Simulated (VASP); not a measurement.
NdTl2P3, 6 atoms in the cell. Symmetry: P-6m2, No. 187, hexagonal system. The conventional cell has a = 6.449 Å, b = 6.449 Å, c = 4.606 Å, α = 90.00°, β = 90.00°, γ = 120.00°. Within 3.3 Å of Nd (site symmetry -6m2) lie 6 P at 2.52 Å. Within 4.4 Å of Tl (site symmetry -6m2) lie 6 P at 3.33 Å and 6 Tl at 4.38 Å and 6 Nd at 4.38 Å. Tl (site symmetry -6m2) has 6 P at 3.54 Å and 3 Nd at 3.72 Å and 8 Tl at 4.38 to 4.61 Å within 4.7 Å. P (site symmetry mm2) has 2 P at 1.79 Å within 2.4 Å. The cell was generated, and may not be a known phase.

- Program: VASP 6.6.1
- Task: relaxation of cell and atoms
- Functional: PBE
- Potentials or basis: VASP PAW PBE potentials, release 64 (Nd_3, Tl_d, P), 4f in core
- Cutoff: 500 eV
- k mesh: 3 × 3 × 4
- Occupations: gaussian, width 0.2 eV
- Spin: no spin polarisation
- Dipole correction: no
- Further INCAR settings: ALGO = Normal; EDIFF = 1e-07; IBRION = 2; EDIFFG = -0.08; NSW = 36; ISIF = 3

Potentials or basis: VASP PAW PBE potentials, release 64 (Nd_3, Tl_d, P), 4f in core.

Run with:

```sh
$ cat potpaw_PBE.64/Nd_3/POTCAR potpaw_PBE.64/Tl_d/POTCAR potpaw_PBE.64/P/POTCAR > POTCAR
$ mpirun -np 1 vasp_std > vasp.out
```

Hardware: 1 thread of AMD EPYC 9R45 96-Core Processor (Zen 5) (shared host).

How long does it take, and how much memory?

Wall time 6.3 min on 1 thread of AMD EPYC 9R45 96-Core Processor (Zen 5), with other jobs on the host, peak memory 0.29 GiB. Counts: scf iterations 164, k points 9, ion steps 14.
